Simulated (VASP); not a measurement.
Input of a VASP 6.6.1 run:

Contents of POSCAR:

```
NiO
1.0
    0.0000000000      2.0859016414      2.0859016414
    2.0859016414      0.0000000000      2.0859016414
    2.0859016414      2.0859016414      0.0000000000
Ni O
1 1
Direct
    0.0000000000      0.0000000000      0.0000000000
    0.5000000000      0.5000000000      0.5000000000
```

Contents of INCAR.step1:

```
ALGO = Normal
EDIFF = 1E-4
ENCUT = 600
GGA = PE
ISMEAR = -1
ISPIN = 2
LASPH = T
LCHARG = F
LMAXMIX = 4
LREAL = F
LWAVE = T
MAGMOM = 1 0
NELM = 150
PREC = Accurate
SIGMA = 0.05
```

INCAR.step2

```
ALGO = Normal
BPARAM = 11.95
CPARAM = 0.0093
EDIFF = 1E-6
EDIFFG = -0.01
ENCUT = 600
IBRION = 2
ISIF = 3
ISMEAR = -1
ISPIN = 2
ISTART = 1
IVDW_NL = 2
LASPH = T
LCHARG = F
LMAXMIX = 4
LMIXTAU = T
LORBIT = 11
LREAL = F
LUSE_VDW = T
LWAVE = F
MAGMOM = 1 0
METAGGA = R2SCAN
NELM = 150
NSW = 60
PREC = Accurate
SIGMA = 0.05
```

The input KPOINTS:

```
k-points
0
Gamma
  11 11 11
```

Potentials or basis: VASP PAW PBE potentials, release 64 (Ni, O).

Command:

```bash
$ cat potpaw_PBE.64/Ni/POTCAR potpaw_PBE.64/O/POTCAR > POTCAR
$ cp INCAR.step1 INCAR
$ mpirun -np 1 vasp_std > vasp.out
$ cp INCAR.step2 INCAR
$ mpirun -np 1 vasp_std > vasp.out
```

Predict the relaxed cell.

a = 2.952 Å, b = 2.952 Å, c = 2.952 Å, α = 60.00°, β = 60.00°, γ = 60.00°.

Estimate the net moment.

2.00 μB per cell.

Final structure:
```
CELL_PARAMETERS angstrom
0.00000 2.08755 2.08755
2.08755 0.00000 2.08755
2.08755 2.08755 0.00000
ATOMIC_POSITIONS crystal
Ni 0.00000 0.00000 0.00000
O 0.50000 0.50000 0.50000
```

Caveat: a cell with one magnetic atom can't hold antiferromagnetic order, which such compounds often take.
